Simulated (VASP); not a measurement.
# Pb (Fm-3m) in VASP: a series of runs

The runs below take Pb through density of states, with PBEsol.

Program: VASP 6.6.1. These are calculated values, not measurements. Logs are shortened: lines on timing, memory, paths and dates and some standing lists are left out, and cuts for length are marked.

### 1 The cell of the first run

It takes space group Fm-3m (No. 225, cubic). The conventional cell has a = 4.934 Å, b = 4.934 Å, c = 4.934 Å, α = 90.00°, β = 90.00°, γ = 90.00°. Pb (site symmetry m-3m) has 12 Pb at 3.49 Å within 4.6 Å.

### 2 Density of states, PBEsol

POSCAR

```
Pb
1.0
    0.0000000000      2.4669074858      2.4669074858
    2.4669074858      0.0000000000      2.4669074858
    2.4669074858      2.4669074858      0.0000000000
Pb
1
Direct
    0.0000000000      0.0000000000      0.0000000000
```

INCAR.step1

```
ALGO     = Fast           # electronic algorithm
EDIFF    = 1E-6           # SCF threshold, eV
ENCUT    = 520            # plane-wave cutoff, eV
GGA      = PS             # functional
ISIF     = 2              # what is computed and relaxed
ISMEAR   = 0              # smearing method
LASPH    = True           # aspherical terms in the spheres
LCHARG   = True           # write CHGCAR
LREAL    = False          # projectors in reciprocal space
LWAVE    = False          # write WAVECAR
NBANDS   = 13             # bands
NELM     = 100            # most SCF steps
PREC     = Accurate       # precision mode
SIGMA    = 0.1            # smearing width, eV
```

KPOINTS.step1

```
k-points
0
Gamma
  14 14 14
```

INCAR.step2

```
ALGO     = Fast           # electronic algorithm
EDIFF    = 1E-6           # SCF threshold, eV
ENCUT    = 520            # plane-wave cutoff, eV
GGA      = PS             # functional
ICHARG   = 11             # starting density
ISIF     = 2              # what is computed and relaxed
ISMEAR   = -5             # smearing method
LASPH    = True           # aspherical terms in the spheres
LCHARG   = False          # write CHGCAR
LORBIT   = 11             # projections on sites
LREAL    = False          # projectors in reciprocal space
LWAVE    = False          # write WAVECAR
NEDOS    = 2001           # points of the DOS
NELM     = 100            # most SCF steps
PREC     = Accurate       # precision mode
SIGMA    = 0.1            # smearing width, eV
```

KPOINTS.step2

```
k-points
0
Gamma
  21 21 21
```

Potentials or basis: VASP PAW PBE potentials, release 64 (Pb_d).

The run is started by

```bash
$ cat potpaw_PBE.64/Pb_d/POTCAR > POTCAR
$ cp INCAR.step1 INCAR
$ cp KPOINTS.step1 KPOINTS
$ mpirun -np 1 vasp_std > vasp.out
$ cp INCAR.step2 INCAR
$ cp KPOINTS.step2 KPOINTS
$ mpirun -np 1 vasp_std > vasp.out
```

OUTCAR:

```text
EDIFF = 1E-6
   ENCUT = 520
   GGA = PS
   ICHARG = 11
   ISIF = 2
   ISMEAR = -5
   LASPH = True
   LORBIT = 11
   LREAL = False
   NELM = 100
   PREC = Accurate

 ion  position               nearest neighbor table
   1  0.000  0.000  0.000-

  LATTYP: Found a face centered cubic cell.
 ALAT       =     4.9338149716

  Lattice vectors:

 A1 = (   0.0000000000,   2.4669074858,   2.4669074858)
 A2 = (   2.4669074858,   0.0000000000,   2.4669074858)
 A3 = (   2.4669074858,   2.4669074858,   0.0000000000)

Analysis of symmetry for initial positions (statically):
=====================================================================
 Subroutine PRICEL returns:
 Original cell was already a primitive cell.

 Routine SETGRP: Setting up the symmetry group for a
 face centered cubic supercell.

 Subroutine GETGRP returns: Found 48 space group operations
[... 9 lines left out ...]

 Routine SETGRP: Setting up the symmetry group for a
 face centered cubic supercell.

 Subroutine GETGRP returns: Found 48 space group operations
[... 11 lines left out ...]
                                     Primitive cell

  volume of cell :      30.0254

  direct lattice vectors                    reciprocal lattice vectors
     0.000000000  2.466907486  2.466907486    -0.202682915  0.202682915  0.202682915
     2.466907486  0.000000000  2.466907486     0.202682915 -0.202682915  0.202682915
     2.466907486  2.466907486  0.000000000     0.202682915  0.202682915 -0.202682915

  length of vectors
     3.488734024  3.488734024  3.488734024     0.351057106  0.351057106  0.351057106

  position of ions in fractional coordinates (direct lattice)
     0.000000000  0.000000000  0.000000000

  ion indices of the primitive-cell ions
   primitive index   ion index
                 1           1

----------------------------------------------------------------------------------------

 KPOINTS: k-points

Automatic generation of k-mesh.
 Grid dimensions read from file:
 generate k-points for:   21   21   21

 Generating k-lattice:

  Cartesian coordinates                     Fractional coordinates (reciprocal lattice)
    -0.009651567  0.009651567  0.009651567     0.047619048  0.000000000  0.000000000
     0.009651567 -0.009651567  0.009651567     0.000000000  0.047619048  0.000000000
     0.009651567  0.009651567 -0.009651567     0.000000000  0.000000000  0.047619048

  Length of vectors
     0.016717005  0.016717005  0.016717005

  Shift w.r.t. Gamma in fractional coordinates (k-lattice)
     0.000000000  0.000000000  0.000000000
[... 56 lines left out ...]
   NSW    =      0    number of steps for IOM
   IBRION =     -1    ionic relax: 0-MD 1-quasi-New 2-CG
   NFREE  =      0    steps in history (QN), initial steepest desc. (CG)
   ISIF   =      2    stress and relaxation
   ISYM   =      2    0-nonsym 1-usesym 2-fastsym
   POTIM  = 0.5000    time-step for ionic-motion
   TEBEG  =    0.0;   TEEND  =   0.0 temperature during run
   PSTRESS=    0.0 pullay stress
   NELECT =      14.0000    total number of electrons
   NUPDOWN=      -1.0000    fix difference up-down
   EMIN   =  10.00;   EMAX   =-10.00  energy-range for DOS
   EFERMI =   0.00;   METHOD = LEGACY
   ISMEAR =    -5;   SIGMA  =   0.10  broadening in eV -4-tet -1-fermi 0-gaus
   EFERMI_NEDOS =   21; number of points for ismear=-14 and -15
   IALGO  =     68    algorithm
   IMIX   =      4    mixing-type and parameters
     AMIX     =   0.40;   BMIX     =  1.00
     AMIX_MAG =   1.60;   BMIX_MAG =  1.00
  volume/ion in A,a.u.               =      30.03       202.62
  Fermi-wavevector in a.u.,A,eV,Ry     =   1.269467  2.398944 21.926411  1.611546
  Thomas-Fermi vector in A             =   2.402506
   LORBIT       =     11    0 simple, 1 ext, 2 COOP (PROOUT), +10 PAW based schemes
   GGA     = PS    functional components
   LHFCALC =     F    Hartree Fock is set to
   AEXX    =    0.0000 exact exchange contribution
   IVDW    =     0    specifies the selected vdW correction
   LEPSILON=     F    determine dielectric tensor
   LRPA    =     F    only Hartree local field effects (RPA)
 non-spin polarized calculation
 RMM-DIIS sequential band-by-band and
 Fermi weights with tetrahedron method with Bloechl corrections
  energy-cutoff  :      520.00
  volume of cell :       30.03
 maximum number of plane-waves:       869
 NGX is ok and might be reduce to    28

 number of electron      13.9999999 magnetization

 Free energy of the ion-electron system (eV)
  ---------------------------------------------------
  ext. energy  EPLUGINS =         0.00000000
  ---------------------------------------------------
  free energy    TOTEN  =        -3.99967264 eV

  energy without entropy =       -3.99967264  energy(sigma->0) =       -3.99967264

 E-fermi :   7.2485     XC(G=0): -10.3885

 val. band max:        7.2556025560   @ k =   0.3810   0.2381   0.0476
 cond. band min:       7.2361084856   @ k =  -0.4762   0.3333   0.0000
 fundamental gap:     -0.0194940704
 Fermi energy:         7.2485063937

 k-point     1 :       0.0000    0.0000    0.0000
  band No.  band energies     occupation
      1      -9.7830      2.00000
      2      -9.7830      2.00000
      3      -9.7830      2.00000
      4      -9.6362      2.00000
      5      -9.6362      2.00000
      6      -4.6244      2.00000
      7      14.7008      0.00000
      8      14.7008      0.00000
      9      14.7008      0.00000
     10      16.9808      0.00000
     11      18.6528      0.00000
[... 309 lines left out ...]
 k-point    24 :      -0.3810    0.0476    0.0000
  band No.  band energies     occupation
      1      -9.8064      2.00000
      2      -9.7641      2.00000
      3      -9.7601      2.00000
      4      -9.5301      2.00000
      5      -9.5150      2.00000
      6      -1.6968      2.00000
      7       4.2182      2.00000
      8      12.3207      0.00000
      9      13.1338      0.00000
     10      16.3291      0.00000
     11      17.2101      0.00000

 [... further k-points ...]
[... 5 lines left out ...]
  --------------------------------------------------------------------------------------
  -------------------------------------------------------------------------------------
  Total       -0.0020539     -0.0020539     -0.0020539      0.0000000      0.0000000     -0.0000000
  in kB       -0.1095985     -0.1095985     -0.1095985      0.0000000      0.0000000     -0.0000000
  external PRESSURE =      -0.1095985 kB  Pullay stress =       0.0000000 kB

 VOLUME and BASIS-vectors are now :
 -----------------------------------------------------------------------------
  energy-cutoff  :      520.00
  volume of cell :       30.03
      direct lattice vectors                 reciprocal lattice vectors
     0.000000000  2.466907486  2.466907486    -0.202682915  0.202682915  0.202682915
     2.466907486  0.000000000  2.466907486     0.202682915 -0.202682915  0.202682915
     2.466907486  2.466907486  0.000000000     0.202682915  0.202682915 -0.202682915

 POSITION                                       TOTAL-FORCE (eV/Angst)
 -----------------------------------------------------------------------------------
      0.00000      0.00000      0.00000         0.000000      0.000000      0.000000
 -----------------------------------------------------------------------------------
    total drift:                               -0.000000     -0.000000     -0.000000

  FREE ENERGIE OF THE ION-ELECTRON SYSTEM (eV)
  ---------------------------------------------------
  free  energy   TOTEN  =        -3.9996726380 eV

  energy  without entropy=       -3.9996726380  energy(sigma->0) =       -3.99967264

 total charge

# of ion       s       p       d       tot
------------------------------------------
    1        1.393   0.747   9.808  11.948
```

OSZICAR.step1:

```text
N       E                     dE             d eps       ncg     rms          rms(c)
DAV:   1     0.104653302606E+03    0.10465E+03   -0.71287E+03  2747   0.125E+03
DAV:   2     0.843464561521E+00   -0.10381E+03   -0.10006E+03  2829   0.308E+02
DAV:   3    -0.390733480651E+01   -0.47508E+01   -0.47332E+01  3328   0.715E+01
DAV:   4    -0.401584096346E+01   -0.10851E+00   -0.10848E+00  3281   0.114E+01
DAV:   5    -0.402100872177E+01   -0.51678E-02   -0.51676E-02  3770   0.235E+00    0.586E-01
RMM:   6    -0.400711417793E+01    0.13895E-01   -0.14879E-02  3243   0.177E+00    0.282E-01
RMM:   7    -0.400371905030E+01    0.33951E-02   -0.90116E-03  3269   0.107E+00    0.896E-02
RMM:   8    -0.400363474614E+01    0.84304E-04   -0.17633E-03  3909   0.627E-01    0.141E-02
RMM:   9    -0.400368777585E+01   -0.53030E-04   -0.55132E-04  4076   0.229E-01    0.144E-02
RMM:  10    -0.400369304642E+01   -0.52706E-05   -0.14569E-04  3508   0.208E-01    0.876E-03
RMM:  11    -0.400369581672E+01   -0.27703E-05   -0.74164E-05  4169   0.924E-02    0.193E-03
RMM:  12    -0.400369702121E+01   -0.12045E-05   -0.12944E-05  3103   0.374E-02    0.190E-03
RMM:  13    -0.400369718485E+01   -0.16364E-06   -0.25676E-06  2087   0.177E-02
   1 F= -.40036972E+01 E0= -.40026571E+01  d E =-.208008E-02
```

It took 1.7 min on 1 thread of Intel Xeon Platinum 8488C (Sapphire Rapids), shared host; peak memory 0.22 GiB.

What came out:

```
Valence electrons inside the program's atomic spheres : Pb 11.95
```

Caveat: the PAW data sets were made with another functional, which shifts forces and pressure a little; spin-orbit coupling is left out, which moves the levels of the heavy elements; tetrahedron occupations give inexact forces and stress in metals.

### 3 Density of states, PBEsol

POSCAR

```
Pb
1.0
    0.0000000000      2.4669074909      2.4669074909
    2.4669074909      0.0000000000      2.4669074909
    2.4669074909      2.4669074909      0.0000000000
Pb
1
Direct
    0.0000000000      0.0000000000      0.0000000000
```

INCAR.step1 is that of step 2.

KPOINTS.step1 is that of step 2.

INCAR.step2 is that of step 2.

KPOINTS.step2 is that of step 2.

Potentials or basis: VASP PAW PBE potentials, release 64 (Pb_d).

The run is started by

```bash
$ cat potpaw_PBE.64/Pb_d/POTCAR > POTCAR
$ cp INCAR.step1 INCAR
$ cp KPOINTS.step1 KPOINTS
$ mpirun -np 1 vasp_std > vasp.out
$ cp INCAR.step2 INCAR
$ cp KPOINTS.step2 KPOINTS
$ mpirun -np 1 vasp_std > vasp.out
```

OUTCAR:

```text
EDIFF = 1E-6
   ENCUT = 520
   GGA = PS
   ICHARG = 11
   ISIF = 2
   ISMEAR = -5
   LASPH = True
   LORBIT = 11
   LREAL = False
   NELM = 100
   PREC = Accurate

 ion  position               nearest neighbor table
   1  0.000  0.000  0.000-

  LATTYP: Found a face centered cubic cell.
 ALAT       =     4.9338149818

  Lattice vectors:

 A1 = (   0.0000000000,   2.4669074909,   2.4669074909)
 A2 = (   2.4669074909,   0.0000000000,   2.4669074909)
 A3 = (   2.4669074909,   2.4669074909,   0.0000000000)

Analysis of symmetry for initial positions (statically):
=====================================================================
 Subroutine PRICEL returns:
 Original cell was already a primitive cell.

 Routine SETGRP: Setting up the symmetry group for a
 face centered cubic supercell.

 Subroutine GETGRP returns: Found 48 space group operations
[... 9 lines left out ...]

 Routine SETGRP: Setting up the symmetry group for a
 face centered cubic supercell.

 Subroutine GETGRP returns: Found 48 space group operations
[... 11 lines left out ...]
                                     Primitive cell

  volume of cell :      30.0254

  direct lattice vectors                    reciprocal lattice vectors
[... 143 lines left out ...]
 k-point     1 :       0.0000    0.0000    0.0000
  band No.  band energies     occupation
      1      -9.7830      2.00000
      2      -9.7830      2.00000
      3      -9.7830      2.00000
      4      -9.6362      2.00000
      5      -9.6362      2.00000
      6      -4.6244      2.00000
      7      14.7008      0.00000
      8      14.7008      0.00000
      9      14.7008      0.00000
     10      16.9808      0.00000
     11      18.6528      0.00000
[... 309 lines left out ...]
 k-point    24 :      -0.3810    0.0476    0.0000
  band No.  band energies     occupation
      1      -9.8064      2.00000
      2      -9.7641      2.00000
      3      -9.7601      2.00000
      4      -9.5301      2.00000
      5      -9.5150      2.00000
      6      -1.6968      2.00000
      7       4.2182      2.00000
      8      12.3207      0.00000
      9      13.1338      0.00000
     10      16.3291      0.00000
     11      17.2101      0.00000

 [... further k-points ...]
[... 5 lines left out ...]
  --------------------------------------------------------------------------------------
  -------------------------------------------------------------------------------------
  Total       -0.0020542     -0.0020542     -0.0020542     -0.0000000      0.0000000      0.0000000
  in kB       -0.1096123     -0.1096123     -0.1096123     -0.0000000      0.0000000      0.0000000
  external PRESSURE =      -0.1096123 kB  Pullay stress =       0.0000000 kB

 VOLUME and BASIS-vectors are now :
 -----------------------------------------------------------------------------
  energy-cutoff  :      520.00
  volume of cell :       30.03
      direct lattice vectors                 reciprocal lattice vectors
     0.000000000  2.466907491  2.466907491    -0.202682914  0.202682914  0.202682914
     2.466907491  0.000000000  2.466907491     0.202682914 -0.202682914  0.202682914
     2.466907491  2.466907491  0.000000000     0.202682914  0.202682914 -0.202682914

 POSITION                                       TOTAL-FORCE (eV/Angst)
 -----------------------------------------------------------------------------------
      0.00000      0.00000      0.00000         0.000000      0.000000      0.000000
 -----------------------------------------------------------------------------------
    total drift:                               -0.000000     -0.000000     -0.000000

  FREE ENERGIE OF THE ION-ELECTRON SYSTEM (eV)
  ---------------------------------------------------
  free  energy   TOTEN  =        -3.9996726380 eV

  energy  without entropy=       -3.9996726380  energy(sigma->0) =       -3.99967264

 total charge

# of ion       s       p       d       tot
------------------------------------------
    1        1.393   0.747   9.808  11.948
```

OUTCAR.step1:

```text
EDIFF = 1E-6
   ENCUT = 520
   GGA = PS
   ISIF = 2
   ISMEAR = 0
[... 602 lines left out ...]

 POSITION                                       TOTAL-FORCE (eV/Angst)
 -----------------------------------------------------------------------------------
      0.00000      0.00000      0.00000         0.000000      0.000000      0.000000
 -----------------------------------------------------------------------------------
    total drift:                               -0.000000     -0.000000      0.000000

  FREE ENERGIE OF THE ION-ELECTRON SYSTEM (eV)
  ---------------------------------------------------
  free  energy   TOTEN  =        -4.0036971849 eV

  energy  without entropy=       -4.0016171006  energy(sigma->0) =       -4.00265714
```

OSZICAR.step1:

```text
N       E                     dE             d eps       ncg     rms          rms(c)
DAV:   1     0.104653302490E+03    0.10465E+03   -0.71287E+03  2747   0.125E+03
DAV:   2     0.843464566016E+00   -0.10381E+03   -0.10006E+03  2829   0.308E+02
DAV:   3    -0.390733480695E+01   -0.47508E+01   -0.47332E+01  3328   0.715E+01
DAV:   4    -0.401584096314E+01   -0.10851E+00   -0.10848E+00  3281   0.114E+01
DAV:   5    -0.402100872101E+01   -0.51678E-02   -0.51676E-02  3770   0.235E+00    0.586E-01
RMM:   6    -0.400711417888E+01    0.13895E-01   -0.14879E-02  3243   0.177E+00    0.282E-01
RMM:   7    -0.400371904979E+01    0.33951E-02   -0.90116E-03  3269   0.107E+00    0.896E-02
RMM:   8    -0.400363474625E+01    0.84304E-04   -0.17633E-03  3909   0.627E-01    0.141E-02
RMM:   9    -0.400368777640E+01   -0.53030E-04   -0.55132E-04  4076   0.229E-01    0.144E-02
RMM:  10    -0.400369304671E+01   -0.52703E-05   -0.14569E-04  3508   0.208E-01    0.876E-03
RMM:  11    -0.400369581719E+01   -0.27705E-05   -0.74164E-05  4167   0.924E-02    0.193E-03
RMM:  12    -0.400369702177E+01   -0.12046E-05   -0.12944E-05  3103   0.374E-02    0.190E-03
RMM:  13    -0.400369718491E+01   -0.16315E-06   -0.25676E-06  2089   0.177E-02
   1 F= -.40036972E+01 E0= -.40026571E+01  d E =-.208008E-02
```

Run time: 3.9 min. Hardware: 1 thread of AMD EPYC 7R13 (Zen 3), shared host; peak memory 0.19 GiB.

Results:

- Valence electrons inside the program's atomic spheres: Pb 11.95

Levels at points of the mesh, in eV from the Fermi level:
| k point | band 4 | band 5 | band 6 | band 7 | band 8 | band 9 | band 10 | band 11 |
| --- | --- | --- | --- | --- | --- | --- | --- | --- |
| (0.00, 0.00, 0.00) | -16.88 | -16.88 | -11.87 | 7.45 | 7.45 | 7.45 | 9.73 | 11.40 |

Caveat: the PAW data sets were made with another functional, which shifts forces and pressure a little; spin-orbit coupling is left out, which moves the levels of the heavy elements; tetrahedron occupations give inexact forces and stress in metals.
